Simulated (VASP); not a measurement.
MnO2, 3 atoms in the cell. The cell holds a sheet with vacuum, 3 atoms: a = 2.877 Å, b = 2.877 Å, c = 28.157 Å, α = 90.00°, β = 90.00°, γ = 120.00°. 

```yaml
Program: VASP 6.6.1
Task: single point
Functional: PBE
Potentials_or_basis: VASP PAW PBE potentials, release 64 (Mn_sv, O)
Cutoff: 520 eV
k_mesh: 12 × 12 × 1
Occupations: gaussian, width 0.02 eV
Spin: collinear spin, ferromagnetic start
Starting_moments: "[2.77, 0.0, 0.0] μB"
Dipole_correction: yes
k_mesh_for_the_DOS: 18 × 18 × 1
Occupations_for_the_DOS: tetrahedron
Further_INCAR_settings: ALGO = Normal; EDIFF = 1e-06; NBANDS = 24; NELMDL = -8
```

Potentials or basis: VASP PAW PBE potentials, release 64 (Mn_sv, O).

Command:

```sh
$ cat potpaw_PBE.64/Mn_sv/POTCAR potpaw_PBE.64/O/POTCAR > POTCAR
$ cp INCAR.step1 INCAR
$ cp KPOINTS.step1 KPOINTS
$ mpirun -np 1 vasp_std > vasp.out
$ cp INCAR.step2 INCAR
$ cp KPOINTS.step2 KPOINTS
$ mpirun -np 1 vasp_std > vasp.out
```

Hardware: 1 thread of Intel(R) Xeon(R) Platinum 8488C (Sapphire Rapids), on a shared host.

Question: How long does it take, and how much memory?

Answer: It took 11 min on 1 thread of Intel(R) Xeon(R) Platinum 8488C (Sapphire Rapids) (shared host), peak memory 0.56 GiB. Counts: k points 37.
